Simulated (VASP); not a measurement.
TiC: relaxation of cell and atoms with PBEsol

TiC:

```
CELL_PARAMETERS angstrom
0.00000 2.14671 2.14671
2.14671 0.00000 2.14671
2.14671 2.14671 0.00000
ATOMIC_POSITIONS crystal
Ti 0.00000 0.00000 0.00000
C 0.50000 0.50000 0.50000
```

```json
{
  "Program": "VASP 6.6.1",
  "Task": "relaxation of cell and atoms",
  "Functional": "PBEsol",
  "Potentials or basis": "VASP PAW PBE potentials, release 64 (Ti_sv, C)",
  "Cutoff": "600 eV",
  "k mesh": "18 × 18 × 18",
  "Occupations": "fermi-dirac, width 0.05 eV",
  "Spin": "no spin polarisation",
  "Target pressure": "4 GPa",
  "Dipole correction": "no",
  "Further INCAR settings": "ALGO = Normal; EDIFF = 1e-07; IBRION = 2; EDIFFG = -0.002; NSW = 100; ISIF = 3"
}
```

The relaxed volume is 9.75 Å³/atom. The relaxed cell is a = 3.022 Å, b = 3.022 Å, c = 3.022 Å, α = 60.00°, β = 60.00°, γ = 60.00°. The space group after relaxing (to 0.05 Å) is Fm-3m (No. 225), the energy change on relaxing (the enthalpy is what falls) is +1.8 meV/atom and the ionic steps are 3. The pressure after relaxing is 4.0 GPa and the band gap on the k mesh is zero (band 8 reaches 10.46 eV, above the bottom of band 9 at 9.37 eV).

Step by step:
```tsv
step	energy change (eV)	largest force (eV/Å)	pressure (GPa)	volume (Å³)
1	0.0000	0.0000	0.14	19.79
2	0.0208	0.0000	10.02	19.11
3	0.0035	0.0000	3.98	19.51
```

Final structure:
```
Ti C
1.0
     0.00000    2.13668    2.13668
     2.13668    0.00000    2.13668
     2.13668    2.13668    0.00000
Ti C
1 1
Cartesian
  0.0000 0.0000 0.0000
  2.1367 2.1367 2.1367
```

Levels at points of the mesh, in eV from the Fermi level:
```csv
k point,band 6,band 7,band 8,band 9,band 10,band 11
"(0.00, 0.00, 0.00)",0.68,0.68,0.68,1.76,1.76,1.76
"(0.50, 0.00, 0.00)",-6.06,-3.03,-3.03,3.08,3.08,4.34
"(0.50, 0.50, 0.00)",-3.47,-1.80,0.01,0.01,2.89,3.73
```

It took 79 s on 1 thread of Intel Xeon 6975P-C (shared host), peak memory 0.2 GiB.

Caveat: the cell is relaxed towards a set pressure, so the enthalpy falls and the energy may rise; the PAW data sets were made with another functional, which shifts forces and pressure a little.
